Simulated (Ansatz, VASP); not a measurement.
**TePb: VASP beside Ansatz**

File INCAR:

```
SYSTEM = TePb
PREC = Accurate
ENCUT = 520
EDIFF = 1E-6
ISMEAR = -1
SIGMA = 0.05
LREAL = .FALSE.
LASPH = .TRUE.
NELM = 80
ALGO = Normal
ISIF = 2
LWAVE = .FALSE.
LCHARG = .FALSE.
GGA = PE
NBANDS = 17
```

File KPOINTS:

```
regular mesh
0
G
  4 4 4
  0 0 0
```

POSCAR

```
TePb
1.0
    0.0000000000      3.2310000000      3.2310000000
    3.2310000000      0.0000000000      3.2310000000
    3.2310000000      3.2310000000      0.0000000000
Pb Te
1 1
Direct
    0.0000000000      0.0000000000      0.0000000000
    0.5000000000      0.5000000000      0.5000000000
```

input.yaml

```yaml
crystal:
  lattice:
    - [0.0, 3.231, 3.231]
    - [3.231, 0.0, 3.231]
    - [3.231, 3.231, 0.0]
  atoms:
    - { symbol: Pb, position: [0.0, 0.0, 0.0] }
    - { symbol: Te, position: [0.5, 0.5, 0.5] }
kpoints:
  mp_grid: { grid: [4, 4, 4] }
scf:
  occupations: { method: fermi_dirac, width: 0.05 }
hamiltonian:
  xc: pbe
  pseudopotentials: { kind: all_electron, datasets: crystal }
output:
  forces: true
  stress: true
  eigenvalues: true
  elf: true
  volumetric_format: npy
```

Alike in both runs: task single point; functional PBE; k mesh 4 × 4 × 4; occupations fermi-dirac, width 0.05 eV; no spin polarisation.

|  | VASP | Ansatz |
| --- | --- | --- |
| version | VASP 6.6.1 | Ansatz 0.2.0 |
| potentials or method | VASP PAW PBE potentials, release 64 (Pb_d, Te), cutoff 520 eV | all-electron PAW datasets made for the crystal |

```tsv
	VASP	Ansatz	Ansatz less VASP
gap on the k mesh at the Fermi level (eV)	0.73	0.73	-0.006
least direct gap on the mesh (eV)	0.73	0.73	-0.006
pressure (GPa)	2.1	2.1	+0.07
```

Ansatz ran all-electron here, and VASP with PAW potentials.

The k mesh is coarse, so the values compare programs but aren't converged. Spin-orbit coupling is off throughout.
